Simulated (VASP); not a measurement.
# LiH (Fm-3m) in VASP: notebook

Aim: see how the results for LiH move with the level of theory and the settings. Levels: r2SCAN, PBE, HSE06. Tasks: single point.

Everything below comes from runs of VASP 6.6.1. Logs are shortened: lines on timing, memory, paths and dates and some standing lists are left out, and cuts for length are marked.

## Step 1: The cell of the first run

Symmetry: Fm-3m, No. 225, cubic system. Conventional cell: a = 4.006 Å, b = 4.006 Å, c = 4.006 Å, α = 90.00°, β = 90.00°, γ = 90.00°. Li (site symmetry m-3m) has 6 H at 2.00 Å within 2.7 Å. Within 2.7 Å of H (site symmetry m-3m) lie 6 Li at 2.00 Å.

## Step 2: Single point, r2SCAN

POSCAR reads:

```
LiH
1.0
    0.0000000000      2.0029948411      2.0029948411
    2.0029948411      0.0000000000      2.0029948411
    2.0029948411      2.0029948411      0.0000000000
Li H
1 1
Direct
    0.0000000000      0.0000000000      0.0000000000
    0.5000000000      0.5000000000      0.5000000000
```

INCAR.step1 reads:

```
PREC     = Accurate       # precision mode
ENCUT    = 830            # plane-wave cutoff, eV
ISMEAR   = 0              # smearing method
SIGMA    = 0.01           # smearing width, eV
LREAL    = F              # projectors in reciprocal space
LASPH    = T              # aspherical terms in the spheres
NELM     = 120            # most SCF steps
NBANDS   = 9              # bands
GGA      = PE             # functional
ALGO     = Normal         # electronic algorithm
EDIFF    = 1E-5           # SCF threshold, eV
LWAVE    = T              # write WAVECAR
LCHARG   = F              # write CHGCAR
GGA_COMPAT= F
```

INCAR.step2 reads:

```
PREC     = Accurate       # precision mode
ENCUT    = 830            # plane-wave cutoff, eV
EDIFF    = 1E-6           # SCF threshold, eV
ISMEAR   = 0              # smearing method
SIGMA    = 0.01           # smearing width, eV
LREAL    = F              # projectors in reciprocal space
LASPH    = T              # aspherical terms in the spheres
NELM     = 120            # most SCF steps
ALGO     = Normal         # electronic algorithm
ISIF     = 2              # what is computed and relaxed
LWAVE    = F              # write WAVECAR
LCHARG   = F              # write CHGCAR
METAGGA  = R2SCAN         # meta-GGA
LMIXTAU  = T            
NBANDS   = 9              # bands
ISTART   = 1            
GGA_COMPAT= F
```

KPOINTS reads:

```
Automatic mesh
0
Gamma
  6 6 6
```

Potentials or basis: VASP PAW PBE potentials, release 64 (Li_sv, H).

Started as:

```sh
cat potpaw_PBE.64/Li_sv/POTCAR potpaw_PBE.64/H/POTCAR > POTCAR
cp INCAR.step1 INCAR
mpirun -np 1 vasp_std > vasp.out
cp INCAR.step2 INCAR
mpirun -np 1 vasp_std > vasp.out
```

OUTCAR:

```text
PREC = Accurate
   ENCUT = 830
   EDIFF = 1E-6
   ISMEAR = 0
   LREAL = F
   LASPH = T
   NELM = 120
   ISIF = 2
   METAGGA = R2SCAN
   ISTART = 1

 ion  position               nearest neighbor table
   1  0.000  0.000  0.000-
   2  0.500  0.500  0.500-

  LATTYP: Found a face centered cubic cell.
 ALAT       =     4.0059896822

  Lattice vectors:

 A1 = (   0.0000000000,   2.0029948411,   2.0029948411)
 A2 = (   2.0029948411,   0.0000000000,   2.0029948411)
 A3 = (   2.0029948411,   2.0029948411,   0.0000000000)

Analysis of symmetry for initial positions (statically):
=====================================================================
 Subroutine PRICEL returns:
 Original cell was already a primitive cell.

 Routine SETGRP: Setting up the symmetry group for a
 face centered cubic supercell.

 Subroutine GETGRP returns: Found 48 space group operations
 (whereof 48 operations were pure point group operations)
 out of a pool of 48 trial point group operations.

The static configuration has the point symmetry O_h .

Analysis of symmetry for dynamics (positions and initial velocities):
=====================================================================
 Subroutine PRICEL returns:
 Original cell was already a primitive cell.

 Routine SETGRP: Setting up the symmetry group for a
 face centered cubic supercell.

 Subroutine GETGRP returns: Found 48 space group operations
 (whereof 48 operations were pure point group operations)
 out of a pool of 48 trial point group operations.

The dynamic configuration has the point symmetry O_h .

 Subroutine INISYM returns: Found 48 space group operations
 (whereof 48 operations are pure point group operations),
 and found     1 'primitive' translations

----------------------------------------------------------------------------------------

                                     Primitive cell

  volume of cell :      16.0720

  direct lattice vectors                    reciprocal lattice vectors
     0.000000000  2.002994841  2.002994841    -0.249626205  0.249626205  0.249626205
     2.002994841  0.000000000  2.002994841     0.249626205 -0.249626205  0.249626205
     2.002994841  2.002994841  0.000000000     0.249626205  0.249626205 -0.249626205

  length of vectors
     2.832662470  2.832662470  2.832662470     0.432365269  0.432365269  0.432365269

  position of ions in fractional coordinates (direct lattice)
     0.000000000  0.000000000  0.000000000
     0.500000000  0.500000000  0.500000000

  ion indices of the primitive-cell ions
   primitive index   ion index
                 1           1
                 2           2

----------------------------------------------------------------------------------------

 KPOINTS: Automatic mesh

Automatic generation of k-mesh.
 Grid dimensions read from file:
 generate k-points for:    6    6    6

 Generating k-lattice:

  Cartesian coordinates                     Fractional coordinates (reciprocal lattice)
    -0.041604367  0.041604367  0.041604367     0.166666667  0.000000000  0.000000000
     0.041604367 -0.041604367  0.041604367     0.000000000  0.166666667  0.000000000
     0.041604367  0.041604367 -0.041604367     0.000000000  0.000000000  0.166666667

  Length of vectors
     0.072060878  0.072060878  0.072060878

  Shift w.r.t. Gamma in fractional coordinates (k-lattice)
     0.000000000  0.000000000  0.000000000

 Subroutine IBZKPT returns following result:
 ===========================================

 Found     16 irreducible k-points:

 Following reciprocal coordinates:
            Coordinates               Weight
  0.000000  0.000000  0.000000      1.000000
  0.166667  0.000000  0.000000      8.000000
  0.333333  0.000000  0.000000      8.000000
  0.500000  0.000000  0.000000      4.000000
  0.166667  0.166667  0.000000      6.000000
  0.333333  0.166667  0.000000     24.000000
[... 8 lines left out ...]
 -0.333333  0.333333  0.166667     24.000000
 -0.333333  0.500000  0.166667     12.000000
   k-points           NKPTS =     16   k-points in BZ     NKDIM =     16   number of bands    NBANDS=      9
   number of dos      NEDOS =    301   number of ions     NIONS =      2
   total plane-waves  NPLWV =  21952
   dimension x,y,z NGX =    28 NGY =   28 NGZ =   28
   dimension x,y,z NGXF=    56 NGYF=   56 NGZF=   56
   ions per type =               1   1
   NGX,Y,Z   is equivalent  to a cutoff of  16.43, 16.43, 16.43 a.u.
   NGXF,Y,Z  is equivalent  to a cutoff of  32.87, 32.87, 32.87 a.u.
 SYSTEM =  unknown system
   PREC   = accura    normal or accurate (medium, high low for compatibility)
   ISTART =      1    job   : 0-new  1-cont  2-samecut
   ICHARG =      0    charge: 1-file 2-atom 10-const
   ISPIN  =      1    spin polarized calculation?
   LNONCOLLINEAR =      F non collinear calculations
   LSORBIT =      F    spin-orbit coupling
   LASPH  =      T    aspherical Exc in radial PAW
   ENCUT  =  830.0 eV  61.00 Ry    7.81 a.u.   6.65  6.65  6.65*2*pi/ulx,y,z
   NELM   =    120;   NELMIN=  2; NELMDL=  0     # of ELM steps
   EDIFF  = 0.1E-05   stopping-criterion for ELM
   LREAL  =      F    real-space projection
   EDIFFG = 0.1E-04   stopping-criterion for IOM
   NSW    =      0    number of steps for IOM
   IBRION =     -1    ionic relax: 0-MD 1-quasi-New 2-CG
   NFREE  =      0    steps in history (QN), initial steepest desc. (CG)
   ISIF   =      2    stress and relaxation
   ISYM   =      2    0-nonsym 1-usesym 2-fastsym
   POTIM  = 0.5000    time-step for ionic-motion
   TEBEG  =    0.0;   TEEND  =   0.0 temperature during run
   PSTRESS=    0.0 pullay stress
   NELECT =       4.0000    total number of electrons
   NUPDOWN=      -1.0000    fix difference up-down
   EMIN   =  10.00;   EMAX   =-10.00  energy-range for DOS
   EFERMI =   0.00;   METHOD = LEGACY
   ISMEAR =     0;   SIGMA  =   0.01  broadening in eV -4-tet -1-fermi 0-gaus
   EFERMI_NEDOS =   21; number of points for ismear=-14 and -15
   IALGO  =     38    algorithm
   IMIX   =      4    mixing-type and parameters
     AMIX     =   0.40;   BMIX     =  1.00
     AMIX_MAG =   1.60;   BMIX_MAG =  1.00
  volume/ion in A,a.u.               =       8.04        54.23
  Fermi-wavevector in a.u.,A,eV,Ry     =   1.029765  1.945975 14.427849  1.060417
  Thomas-Fermi vector in A             =   2.163830
   LORBIT       =      0    0 simple, 1 ext, 2 COOP (PROOUT), +10 PAW based schemes
   METAGGA = R2SCAN    functional components
   LHFCALC =     F    Hartree Fock is set to
   AEXX    =    0.0000 exact exchange contribution
   IVDW    =     0    specifies the selected vdW correction
   LEPSILON=     F    determine dielectric tensor
   LRPA    =     F    only Hartree local field effects (RPA)
 non-spin polarized calculation
 Gauss-broadening in eV      SIGMA  =   0.01
  energy-cutoff  :      830.00
  volume of cell :       16.07
 maximum number of plane-waves:       893
 NGX is ok and might be reduce to    28
   NGX = 13   NGY = 13   NGZ = 13

 number of electron       4.0000001 magnetization

 Free energy of the ion-electron system (eV)
  ---------------------------------------------------
  ext. energy  EPLUGINS =         0.00000000
  ---------------------------------------------------
  free energy    TOTEN  =        -6.81820065 eV

  energy without entropy =       -6.81820065  energy(sigma->0) =       -6.81820065

 E-fermi :   0.0365     XC(G=0):  -8.8318

 val. band max:       -0.1812494683   @ k =   0.5000   0.5000   0.0000
 cond. band min:       3.3949366039   @ k =   0.5000   0.5000   0.0000
 fundamental gap:      3.5761860721
 Fermi energy:         0.0364992690

 k-point     1 :       0.0000    0.0000    0.0000
  band No.  band energies     occupation
      1     -45.8980      2.00000
      2      -5.6422      2.00000
      3      17.4588      0.00000
      4      19.2102      0.00000
      5      19.2102      0.00000
      6      19.2102      0.00000
      7      23.6624      0.00000
      8      23.6624      0.00000
      9      23.6624      0.00000

 k-point     2 :       0.1667    0.0000    0.0000
  band No.  band energies     occupation
      1     -45.8868      2.00000
      2      -5.1467      2.00000
      3      13.3646      0.00000
      4      17.3060      0.00000
      5      18.2870      0.00000
      6      18.2870      0.00000
      7      24.0260      0.00000
      8      25.1789      0.00000
      9      25.1789      0.00000

 k-point     3 :       0.3333    0.0000    0.0000
  band No.  band energies     occupation
      1     -45.8643      2.00000
      2      -3.8276      2.00000
      3       7.9380      0.00000
      4      15.4577      0.00000
      5      17.6937      0.00000
      6      17.6937      0.00000
      7      21.4683      0.00000
      8      21.4683      0.00000
      9      26.8181      0.00000

 k-point     4 :       0.5000    0.0000    0.0000
  band No.  band energies     occupation
      1     -45.8530      2.00000
      2      -2.8255      2.00000
      3       5.4821      0.00000
      4      14.7658      0.00000
      5      17.9676      0.00000
      6      17.9676      0.00000
      7      19.6489      0.00000
      8      19.6489      0.00000
      9      29.2266      0.00000
[... 109 lines left out ...]
 k-point    14 :       0.5000    0.3333    0.1667
  band No.  band energies     occupation
      1     -45.8499      2.00000
      2      -2.4116      2.00000
      3       7.7093      0.00000
      4       8.6641      0.00000
      5      13.8468      0.00000
      6      18.8215      0.00000
      7      22.0169      0.00000
      8      26.4259      0.00000
      9      30.8342      0.00000

 k-point    15 :      -0.3333    0.3333    0.1667
  band No.  band energies     occupation
      1     -45.8426      2.00000
      2      -1.2740      2.00000
      3       5.7052      0.00000
      4       7.6284      0.00000
      5      13.4389      0.00000
      6      18.4021      0.00000
      7      25.1346      0.00000
      8      27.1596      0.00000
      9      29.2046      0.00000

 k-point    16 :      -0.3333    0.5000    0.1667
  band No.  band energies     occupation
      1     -45.8392      2.00000
      2      -0.3668      2.00000
      3       4.4575      0.00000
      4       7.6041      0.00000
      5      12.4390      0.00000
      6      19.1359      0.00000
      7      20.9660      0.00000
      8      30.5025      0.00000
      9      30.6928      0.00000

------------------------ aborting loop because EDIFF is reached ----------------------------------------

  FORCE on cell =-STRESS in cart. coord.  units (eV):
  Direction    XX          YY          ZZ          XY          YZ          ZX
  --------------------------------------------------------------------------------------
  -------------------------------------------------------------------------------------
  Total       -0.0019374     -0.0019374     -0.0019374      0.0000000     -0.0000000     -0.0000000
  in kB       -0.1931394     -0.1931394     -0.1931394      0.0000000     -0.0000000     -0.0000000
  external PRESSURE =      -0.1931394 kB  Pullay stress =       0.0000000 kB

 VOLUME and BASIS-vectors are now :
 -----------------------------------------------------------------------------
  energy-cutoff  :      830.00
  volume of cell :       16.07
      direct lattice vectors                 reciprocal lattice vectors
     0.000000000  2.002994841  2.002994841    -0.249626205  0.249626205  0.249626205
     2.002994841  0.000000000  2.002994841     0.249626205 -0.249626205  0.249626205
     2.002994841  2.002994841  0.000000000     0.249626205  0.249626205 -0.249626205

 POSITION                                       TOTAL-FORCE (eV/Angst)
 -----------------------------------------------------------------------------------
      0.00000      0.00000      0.00000         0.000000      0.000000     -0.000000
      2.00299      2.00299      2.00299         0.000000      0.000000      0.000000
 -----------------------------------------------------------------------------------
    total drift:                                0.000000      0.000000      0.000000

  FREE ENERGIE OF THE ION-ELECTRON SYSTEM (eV)
  ---------------------------------------------------
  free  energy   TOTEN  =        -6.8182006516 eV

  energy  without entropy=       -6.8182006516  energy(sigma->0) =       -6.81820065
```

It took 46 s on 1 thread of Intel Xeon 8259CL, shared host; peak memory 0.16 GiB.

What came out:

* Free energy: -6.8182 eV
* Pressure: 0.0 GPa
* Band gap on the k mesh: 3.58 eV, direct

Caveat: the k points lie up to 0.45 Å⁻¹ apart; the PAW data sets were made with another functional, which shifts forces and pressure a little.

(Continued in part 2 of 2.)
